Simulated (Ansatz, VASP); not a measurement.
# MgS: VASP beside Ansatz

```xyz
2
Lattice="0.0000 2.6151 2.6151 2.6151 0.0000 2.6151 2.6151 2.6151 0.0000" Properties=species:S:1:pos:R:3 pbc="T T T"
Mg    0.0000    0.0000    0.0000
S     2.6151    2.6151    2.6151
```

Alike in both runs: task single point; functional r2SCAN; k mesh 8 × 8 × 8; occupations gaussian, width 0.02 eV; no spin polarisation.

|  | VASP | Ansatz |
| --- | --- | --- |
| version | VASP 6.6.1 | Ansatz 0.2.0 |
| potentials or method | VASP PAW PBE potentials, release 64 (Mg, S), cutoff 520 eV | scalar-relativistic, plane waves, PAW |
| valence electrons in the cell | 8 | 16 |

|  | VASP | Ansatz | Ansatz less VASP |
| --- | --- | --- | --- |
| gap on the k mesh at the Fermi level (eV) | 3.40 | 3.43 | +0.031 |
| least direct gap on the mesh (eV) | 4.48 | 4.51 | +0.027 |
| pressure (GPa) | -1.7 | -1.2 | +0.50 |

VASP's potentials were made for PBE, not for r2SCAN. VASP's potentials hold 8 valence electrons a cell and Ansatz's 16, so a difference there can come from the potentials and not from the codes.
